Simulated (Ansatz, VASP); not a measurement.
This is a calculation of AlRu for Ansatz 0.2.0.

input.yaml

```yaml
crystal:
  lattice:
    - [2.9916, 0.0, 0.0]
    - [0.0, 2.9916, 0.0]
    - [0.0, 0.0, 2.9916]
  atoms:
    - { symbol: Ru, position: [0.5, 0.5, 0.5] }
    - { symbol: Al, position: [0.0, 0.0, 0.0] }
hamiltonian:
  xc: { exchange: pbe, correlation: pbe, exx: { coeff: 0.25, omega: 0.3 } }
  pseudopotentials: { kind: paw }
kpoints:
  mp_grid: { grid: [5, 5, 5] }
scf:
  occupations: { method: fermi_dirac, width: 0.05 }
output:
  forces: true
  stress: true
  eigenvalues: true
relax:
  f_tol: 0.01
  max_steps: 40
  cell: { stress_tol: 0.05 }
```

Potentials or basis: Ansatz PAW.

The run is started by

```sh
$ ansatz run input.yaml --threads 2 --pin off --max-ram 5632MiB --backend cpu --events-out ev --progress --plain --runs-dir out
```

Task: Set up the same calculation for VASP 6.6.1. Potentials there: VASP PAW PBE potentials, release 64 (Ru_pv, Al).

Result: As run (the cutoff follows the program's own potentials):

The input POSCAR:

```
AlRu
1.0
    2.9916000000      0.0000000000      0.0000000000
    0.0000000000      2.9916000000      0.0000000000
    0.0000000000      0.0000000000      2.9916000000
Ru Al
1 1
Direct
    0.5000000000      0.5000000000      0.5000000000
    0.0000000000      0.0000000000      0.0000000000
```

The input INCAR.step1:

```
SYSTEM = AlRu
ALGO = Normal ; EDIFF = 1E-5
ENCUT = 600 ; GGA = PE
ISMEAR = -1 ; LASPH = .TRUE.
LCHARG = .FALSE. ; LREAL = .FALSE.
LWAVE = .TRUE. ; NBANDS = 16
NELM = 80 ; PREC = Accurate
SIGMA = 0.05
```

Contents of INCAR.step2:

```
SYSTEM = AlRu
AEXX = 0.25 ; ALGO = Normal
EDIFF = 1E-6 ; EDIFFG = -0.01
ENCUT = 600 ; GGA = PE
HFSCREEN = 0.3 ; IBRION = 2
ISIF = 3 ; ISMEAR = -1
ISTART = 1 ; LASPH = .TRUE.
LCHARG = .FALSE. ; LHFCALC = .TRUE.
LREAL = .FALSE. ; LWAVE = .FALSE.
NELM = 80 ; NSW = 60
PREC = Accurate ; PRECFOCK = Normal
SIGMA = 0.05
```

KPOINTS

```
k-points
0
G
  5 5 5
  0 0 0
```

Potentials or basis: VASP PAW PBE potentials, release 64 (Ru_pv, Al).

Command:

```console
$ cat potpaw_PBE.64/Ru_pv/POTCAR potpaw_PBE.64/Al/POTCAR > POTCAR
$ cp INCAR.step1 INCAR
$ mpirun -np 1 vasp_std > vasp.out
$ cp INCAR.step2 INCAR
$ mpirun -np 1 vasp_std > vasp.out
```

Both were run:

|  | VASP | Ansatz | Ansatz less VASP |
| --- | --- | --- | --- |
| gap on the k mesh at the Fermi level, each at its own relaxed structure (eV) | none | none | - |
| relaxed volume (Å³/atom) | 13.24 | 13.23 | -0.011 |
| relaxed cell length with the largest relative difference (Å) | 2.981 | 2.980 | -0.0009 |

VASP's potentials were made for PBE, not for PBE-based screened hybrid. A gap of «none» marks a metal or a gap that the smearing closes. VASP's potentials hold 17 valence electrons a cell and Ansatz's 19, so a difference there can come from the potentials and not from the codes.

The k mesh is coarse, so the values compare programs but aren't converged. Noted on Ansatz's run: the plane-wave basis is chosen anew once the cell has moved, so the energies of steps on either side of that aren't comparable.
